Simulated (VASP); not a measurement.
# LiAl32 (a cell with a defect) in VASP: single point with PBE

Aim: the single point of LiAl32 (a cell with a defect) with PBE.

Program: VASP 6.6.1. These are calculated values, not measurements. Logs are shortened: lines on timing, memory, paths and dates and some standing lists are left out, and cuts for length are marked.

**1. The cell of the first run**

The cell holds a defect, 33 atoms: a = 8.100 Å, b = 8.100 Å, c = 8.100 Å, α = 90.00°, β = 90.00°, γ = 90.00°.

**2. Single point, PBE**

The input, INCAR:

```
ALGO = Normal ; EDIFF = 1E-7
ENCUT = 520 ; GGA = PE
ISIF = 2 ; ISMEAR = 0
LASPH = T ; LCHARG = T
LELF = T ; LREAL = Auto
LVHAR = T ; LWAVE = F
NBANDS = 72 ; NELM = 100
PREC = Accurate ; SIGMA = 0.05
```

The input, KPOINTS:

```
k-points
0
Gamma
  3 3 3
```

The input, POSCAR:

```
LiAl32
1.0
    8.1000000000      0.0000000000      0.0000000000
    0.0000000000      8.1000000000      0.0000000000
    0.0000000000      0.0000000000      8.1000000000
Al Li
32 1
Direct
    0.5117393827     -0.0004667901     -0.0152533333
    0.7495307407      0.2528703704     -0.0007135802
    0.7471467901     -0.0000144444      0.2530420988
    0.0035059259      0.0000423457     -0.0026432099
    0.2532081481      0.2537162963     -0.0034116049
    0.5003467901      0.5006082716     -0.0054680247
    0.7492166667      0.7467233333     -0.0008951852
    0.3168676543      0.0036497531      0.2262416049
    0.5099937037      0.2615166667      0.2482360494
    0.7456458025      0.4992260494      0.2505341975
    0.5017676543     -0.0000544444      0.5036538272
    0.7466723457      0.2535908642      0.5030555556
    0.7351134568     -0.0005043210      0.7611555556
    0.0005435802      0.4991646914     -0.0043520988
    0.2522170370      0.7478058025     -0.0010369136
   -0.0039227160      0.2749985185      0.2460500000
    0.2569656790      0.4990575309      0.2467133333
    0.5085388889      0.7399617284      0.2480370370
   -0.0236545679      0.0032106173      0.5661229630
    0.2406980247      0.2391433333      0.4906766667
    0.4935181481      0.5007090123      0.4994544444
    0.7486120988      0.7475866667      0.5022362963
    0.2537867901     -0.0000859259      0.7516950617
    0.4941918519      0.2531867901      0.7441498765
    0.7444098765      0.5004682716      0.7503149383
   -0.0057658025      0.7179246914      0.2444360494
   -0.0035029630      0.4989846914      0.5071165432
    0.2394901235      0.7601760494      0.4896283951
   -0.0018275309      0.2610469136      0.7596380247
    0.2491519753      0.5007608642      0.7437980247
    0.4938683951      0.7469559259      0.7439646914
   -0.0021664198      0.7400854321      0.7585325926
    0.0535451852     -0.0064962963      0.3031059259
```

Potentials or basis: VASP PAW PBE potentials, release 64 (Al, Li_sv).

The run is started by

```bash
cat potpaw_PBE.64/Al/POTCAR potpaw_PBE.64/Li_sv/POTCAR > POTCAR
mpirun -np 1 vasp_std > vasp.out
```

OUTCAR:

```text
EDIFF = 1E-7
   ENCUT = 520
   GGA = PE
   ISIF = 2
   ISMEAR = 0
   LASPH = T
   LREAL = Auto
   NELM = 100
   PREC = Accurate

 ion  position               nearest neighbor table
   1  0.512  1.000  0.985-   8 2.51  13 2.56   7 2.81  23 2.82   2 2.82  31 2.83  24 2.84   3 2.89
                            15 2.93   5 2.94  18 2.99   9 3.01
   2  0.750  0.253  0.999-  29 2.80   9 2.80   1 2.82  13 2.82  16 2.83  25 2.84   6 2.85  14 2.85
                            10 2.85   3 2.90   4 2.90  24 2.92
   3  0.747  1.000  0.253-  33 2.52  11 2.84  18 2.86   9 2.86  22 2.87  12 2.88   1 2.89   2 2.90
                             7 2.91   4 2.93  16 3.01  26 3.04  19 3.14
   4  0.004  0.000  0.997-  33 2.51  23 2.84  32 2.86  29 2.86  15 2.87   5 2.88  13 2.90   2 2.90
                             7 2.91   3 2.93  16 3.00  26 3.04   8 3.14
   5  0.253  0.254  0.997-   8 2.80  29 2.82  24 2.83   6 2.83  17 2.84  14 2.85  23 2.86  30 2.86
                             4 2.88  16 2.91   9 2.91   1 2.94
   6  0.500  0.501  0.995-  25 2.80  18 2.82   9 2.82   5 2.83   7 2.84  15 2.84  17 2.84   2 2.85
                            31 2.85  24 2.85  10 2.87  30 2.87
   7  0.749  0.747  0.999-  32 2.80  18 2.81   1 2.81  13 2.81  26 2.82   6 2.84  25 2.84  14 2.86
                            10 2.86   3 2.91   4 2.91  31 2.92
   8  0.317  0.004  0.226-  33 2.22   1 2.51   9 2.62  18 2.65  11 2.70   5 2.80  15 2.82  20 2.93
                            28 2.97   4 3.14
   9  0.510  0.262  0.248-   8 2.62  10 2.71   2 2.80  17 2.81  21 2.81  12 2.82   6 2.82   3 2.86
[... 34 lines left out ...]
                            15 2.89   3 3.04   4 3.04
  27  0.996  0.499  0.507-  26 2.77  16 2.79  30 2.80  29 2.81  32 2.82  12 2.84  25 2.84  22 2.84
                            20 2.89  28 2.89  10 2.91  17 2.98
  28  0.239  0.760  0.490-  26 2.83  33 2.85  23 2.88  11 2.88  17 2.89  27 2.89  31 2.92  32 2.93
                            18 2.93  21 2.94  30 2.94  19 2.97   8 2.97
  29  0.998  0.261  0.760-  19 2.62  14 2.72   2 2.80  27 2.81  30 2.81   5 2.82  25 2.83   4 2.86
                            12 2.91  20 2.94  23 2.96  13 3.00
  30  0.249  0.501  0.744-  21 2.80  27 2.80  31 2.81  32 2.81  29 2.81  24 2.82   5 2.86  14 2.87
                             6 2.87  15 2.88  28 2.94  20 2.95
  31  0.494  0.747  0.744-  21 2.81  30 2.81  23 2.83  11 2.83   1 2.83  13 2.83  22 2.84  15 2.85
                             6 2.85  25 2.85  28 2.92   7 2.92
  32  0.998  0.740  0.759-  19 2.65  14 2.74   7 2.80  30 2.81  27 2.82  25 2.83  15 2.84   4 2.86
                            22 2.90  28 2.93  23 2.95  13 2.99
  33  0.054  0.994  0.303-  19 2.22   8 2.22  26 2.33  16 2.37   4 2.51   3 2.52  28 2.85  20 2.93

  LATTYP: Found a simple cubic cell.
 ALAT       =     8.1000000000

  Lattice vectors:

 A1 = (   8.1000000000,   0.0000000000,   0.0000000000)
 A2 = (   0.0000000000,   8.1000000000,   0.0000000000)
 A3 = (   0.0000000000,   0.0000000000,   8.1000000000)

Analysis of symmetry for initial positions (statically):
=====================================================================
 Subroutine PRICEL returns:
[... 190 lines left out ...]
   EFERMI_NEDOS =   21; number of points for ismear=-14 and -15
   IALGO  =     38    algorithm
   IMIX   =      4    mixing-type and parameters
     AMIX     =   0.40;   BMIX     =  1.00
     AMIX_MAG =   1.60;   BMIX_MAG =  1.00
  volume/ion in A,a.u.               =      16.10       108.68
  Fermi-wavevector in a.u.,A,eV,Ry     =   0.934978  1.766853 11.894002  0.874184
  Thomas-Fermi vector in A             =   2.061839
   LORBIT       =      0    0 simple, 1 ext, 2 COOP (PROOUT), +10 PAW based schemes
   GGA     = PE    functional components
   LHFCALC =     F    Hartree Fock is set to
   AEXX    =    0.0000 exact exchange contribution
   IVDW    =     0    specifies the selected vdW correction
   LEPSILON=     F    determine dielectric tensor
   LRPA    =     F    only Hartree local field effects (RPA)
 non-spin polarized calculation
 Gauss-broadening in eV      SIGMA  =   0.05
  energy-cutoff  :      520.00
  volume of cell :      531.44
 maximum number of plane-waves:     14358
   NGX = 31   NGY = 31   NGZ = 31

 number of electron      98.9999999 magnetization

 Free energy of the ion-electron system (eV)
  ---------------------------------------------------
  ext. energy  EPLUGINS =         0.00000000
  ---------------------------------------------------
  free energy    TOTEN  =      -120.36028797 eV

  energy without entropy =     -120.35006196  energy(sigma->0) =     -120.35517496

 E-fermi :   7.9565     XC(G=0): -10.2152

 val. band max:        7.9456812674   @ k =   0.0000   0.3333   0.0000
 cond. band min:       7.9692382568   @ k =  -0.3333  -0.3333   0.3333
 fundamental gap:      0.0235569894
 Fermi energy:         7.9564937502

 k-point     1 :       0.0000    0.0000    0.0000
  band No.  band energies     occupation
      1     -37.9339      2.00000
      2      -3.1255      2.00000
      3      -1.0925      2.00000
      4      -1.0636      2.00000
      5      -0.8820      2.00000
      6      -0.8556      2.00000
[... 885 lines left out ...]
     60       9.7106      0.00000
     61       9.8118      0.00000
 [bands above 61 left out]

------------------------ aborting loop because EDIFF is reached ----------------------------------------

  FORCE on cell =-STRESS in cart. coord.  units (eV):
  Direction    XX          YY          ZZ          XY          YZ          ZX
  --------------------------------------------------------------------------------------
  -------------------------------------------------------------------------------------
  Total        9.6718139      9.8660488      9.7158753      0.3086299      0.2884499     -3.2197585
  in kB       29.1583844     29.7439598     29.2912199      0.9304511      0.8696127     -9.7068613
  external PRESSURE =      29.3978547 kB  Pullay stress =       0.0000000 kB

 VOLUME and BASIS-vectors are now :
 -----------------------------------------------------------------------------
  energy-cutoff  :      520.00
  volume of cell :      531.44
      direct lattice vectors                 reciprocal lattice vectors
     8.100000000  0.000000000  0.000000000     0.123456790  0.000000000  0.000000000
     0.000000000  8.100000000  0.000000000     0.000000000  0.123456790  0.000000000
     0.000000000  0.000000000  8.100000000     0.000000000  0.000000000  0.123456790

 POSITION                                       TOTAL-FORCE (eV/Angst)
 -----------------------------------------------------------------------------------
      4.14509      8.09622      7.97645        -0.044174      0.009504      0.045112
      6.07120      2.04825      8.09422        -0.032001      0.005212     -0.029056
      6.05189      8.09988      2.04964        -0.086814     -0.003187     -0.012691
      0.02840      0.00034      8.07859        -0.024149     -0.002768     -0.103902
      2.05099      2.05510      8.07237         0.006949     -0.030384      0.046551
      4.05281      4.05493      8.05571        -0.023734     -0.001849      0.009670
[... 25 lines left out ...]
      8.08245      5.99469      6.14411         0.029015     -0.003371      0.017053
      0.43372      8.04738      2.45516        -0.229771      0.048098     -0.239311
 -----------------------------------------------------------------------------------
    total drift:                                0.026136     -0.000274      0.018105

  FREE ENERGIE OF THE ION-ELECTRON SYSTEM (eV)
  ---------------------------------------------------
  free  energy   TOTEN  =      -120.3602879662 eV

  energy  without entropy=     -120.3500619627  energy(sigma->0) =     -120.35517496
```

stdout:

```text
POSCAR found type information on POSCAR AlLi
 POSCAR found :  2 types and      33 ions
 scaLAPACK will be used
 LDA part: xc-table for (Slater+PW92), standard interpolation
 POSCAR, INCAR and KPOINTS ok, starting setup
 FFT: planning ... GRIDC
 FFT: planning ... GRID_SOFT
 FFT: planning ... GRID
 WAVECAR not read
 entering main loop
```

It took 16 min on 1 thread of Oxide Virtual Turin-like, shared host; peak memory 0.63 GiB.

What came out:

- Free energy: -120.3603 eV
- Largest force: 0.335 eV/Å
- Band gap on the k mesh: zero (an odd number of electrons rules out a gap without spin polarisation)

Forces on the atoms (eV/Å):
```
Al  -0.044  0.010  0.045
Al  -0.032  0.005 -0.029
Al  -0.087 -0.003 -0.013
Al  -0.024 -0.003 -0.104
Al   0.007 -0.030  0.047
Al  -0.024 -0.002  0.010
Al  -0.025  0.000 -0.024
Al  -0.006 -0.036  0.159
Al   0.009  0.006  0.020
Al  -0.026 -0.005  0.017
Al   0.080  0.000  0.073
Al   0.045 -0.028  0.007
Al   0.042  0.008 -0.032
Al   0.016 -0.004 -0.031
Al   0.007  0.022  0.035
Al  -0.032  0.080 -0.031
Al   0.011 -0.004  0.022
Al   0.011  0.001  0.025
Al   0.163 -0.034  0.000
Al  -0.026 -0.100 -0.025
Al   0.009  0.002 -0.001
Al   0.039  0.024  0.006
Al   0.066  0.003  0.080
Al   0.009 -0.010  0.009
Al   0.012 -0.001 -0.022
Al  -0.028 -0.088 -0.029
Al   0.026 -0.004  0.009
Al  -0.033  0.121 -0.036
Al   0.025  0.012  0.018
Al   0.002  0.000  0.007
Al   0.011  0.015  0.011
Al   0.029 -0.003  0.017
Li  -0.230  0.048 -0.239
```

Levels at points of the mesh, in eV from the Fermi level:
```tsv
k point	band 46	band 47	band 48	band 49	band 50	band 51	band 52	band 53
(0.00, 0.00, 0.00)	-0.63	-0.11	-0.08	0.23	0.28	0.30	0.46	0.70
```

Caveat: the cutoff is under 1.25 times the usual one of these potentials, so pressure, stress and relaxed cells hold a basis-set (Pulay) error.
